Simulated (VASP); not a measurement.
Wanted: the native input for a VASP 6.6.1 run.

- Task: single point
- Functional: LDA
- Potentials or basis: VASP PAW LDA potentials, release 64 (Al, Au)
- Cutoff: 520 eV
- k mesh: 16 × 16 × 16
- Occupations: gaussian, width 0.15 eV
- Spin: no spin polarisation
- Dipole correction: no
- Further INCAR settings: ALGO = Fast; EDIFF = 1e-06; NBANDS = 20

The structure of AlAu2 lies in POSCAR:

```
AlAu2
1.0
   -1.6672819666      1.6672819666      4.2514022866
    1.6672819666     -1.6672819666      4.2514022866
    1.6672819666      1.6672819666     -4.2514022866
Al Au
1 2
Direct
    0.0000000000      0.0000000000      0.0000000000
    0.6570428093      0.6570428093      0.0000000000
    0.3429571907      0.3429571907      0.0000000000
```

This cell differs from its parent crystal: atoms shifted along a free coordinate, c/a of the conventional cell at fixed volume 2.5499.

One way to write it, as run:

INCAR

```
SYSTEM = AlAu2
ALGO = Fast
EDIFF = 1E-6
ENCUT = 520
GGA = CA
ISIF = 2
ISMEAR = 0
LASPH = .True.
LCHARG = .True.
LELF = .True.
LREAL = .False.
LVHAR = .True.
LWAVE = .False.
NBANDS = 20
NELM = 100
PREC = Accurate
SIGMA = 0.15
```

KPOINTS

```
k-points
0
Gamma
  16 16 16
  0 0 0
```

Potentials or basis: VASP PAW LDA potentials, release 64 (Al, Au).

Command:

```console
$ cat potpaw_LDA.64/Al/POTCAR potpaw_LDA.64/Au/POTCAR > POTCAR
$ mpirun -np 1 vasp_std > vasp.out
```

It gave:

```
Pressure               : 1.0 GPa
Largest force          : 0.298 eV/Å
Band gap on the k mesh : zero (an odd number of electrons rules out a gap without spin polarisation)
```

Caveat: spin-orbit coupling is left out, which moves the levels of the heavy elements.

Run time: 10 min on 1 thread of Intel(R) Xeon(R) Platinum 8375C CPU @ 2.90GHz (Ice Lake) (shared host), peak memory 0.4 GiB.
